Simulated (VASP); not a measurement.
Here is a VASP 6.6.1 calculation.

The input INCAR:

```
PREC = Accurate ; ENCUT = 500
EDIFF = 1E-7 ; ISMEAR = 0
SIGMA = 0.02 ; LREAL = F
LASPH = T ; NELM = 120
ALGO = Normal ; ISIF = 3
LWAVE = F ; LCHARG = F
GGA = PE ; IBRION = 2
NSW = 100 ; EDIFFG = -0.005
GGA_COMPAT = F ; NELMIN = 4
```

The input KPOINTS:

```
regular mesh
0
Gamma
  8 8 8
```

The input POSCAR:

```
AgBr
1.0
    0.0000000000      2.8921694793      2.8921694793
    2.8921694793      0.0000000000      2.8921694793
    2.8921694793      2.8921694793      0.0000000000
Ag Br
1 1
Direct
    0.0000000000      0.0000000000      0.0000000000
    0.5000000000      0.5000000000      0.5000000000
```

Potentials or basis: VASP PAW PBE potentials, release 64 (Ag, Br).

The run is started by

```bash
$ cat potpaw_PBE.64/Ag/POTCAR potpaw_PBE.64/Br/POTCAR > POTCAR
$ mpirun -np 1 vasp_std > vasp.out
```

Question: Estimate the relaxed volume.

Answer: 24.89 Å³/atom.

Question: What does it give for the relaxed cell?

Answer: a = 4.129 Å, b = 4.129 Å, c = 4.129 Å, α = 60.00°, β = 60.00°, γ = 60.00°.

Question: Predict the band gap on the k mesh.

Answer: 0.69 eV, indirect (least direct gap 2.44 eV).

Question: Estimate the space group after relaxing (to 0.05 Å).

Answer: Fm-3m (No. 225).

The path:
| step | energy change (eV) | largest force (eV/Å) | pressure (GPa) | volume (Å³) |
| --- | --- | --- | --- | --- |
| 1 | 0.0000 | 0.0000 | 1.18 | 48.38 |
| 2 | -0.0049 | 0.0000 | 0.11 | 49.64 |
| 3 | -0.0050 | 0.0000 | -0.01 | 49.78 |

A k mesh can miss the band edges. As with any semilocal functional, this PBE gap is likely too small.
